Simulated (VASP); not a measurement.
A run of VASP 6.6.1 is set up as follows.

Contents of INCAR:

```
SYSTEM = GaN
  ALGO = Normal
  EDIFF = 1E-6
  ENCUT = 520
  GGA = PS
  ISIF = 2
  ISMEAR = 0
  LASPH = .True.
  LCHARG = .False.
  LREAL = .False.
  LWAVE = .False.
  NBANDS = 16
  NELM = 80
  PREC = Accurate
  SIGMA = 0.01
```

The input KPOINTS:

```
k-points
0
Gamma
  10 10 10
  0 0 0
```

The input POSCAR:

```
GaN
1.0
    2.2571911493      2.2571911493      0.0000000000
   -2.2571911493      2.2571911493      0.0000000000
    0.0000000000      2.2571911493      2.2571911493
Ga N
1 1
Direct
    0.0000000000      0.0000000000      0.0000000000
    0.2500000000      0.7500000000      0.5000000000
```

Potentials or basis: VASP PAW PBE potentials, release 64 (Ga_d, N).

Launch:

```sh
$ cat potpaw_PBE.64/Ga_d/POTCAR potpaw_PBE.64/N/POTCAR > POTCAR
$ mpirun -np 1 vasp_std > vasp.out
```

**Question.** What does it give for the pressure?

**Answer.** -2.2 GPa.

**Question.** Predict the band gap on the k mesh.

**Answer.** 1.65 eV, direct.

Caveat: the PAW data sets were made with another functional, which shifts forces and pressure a little.
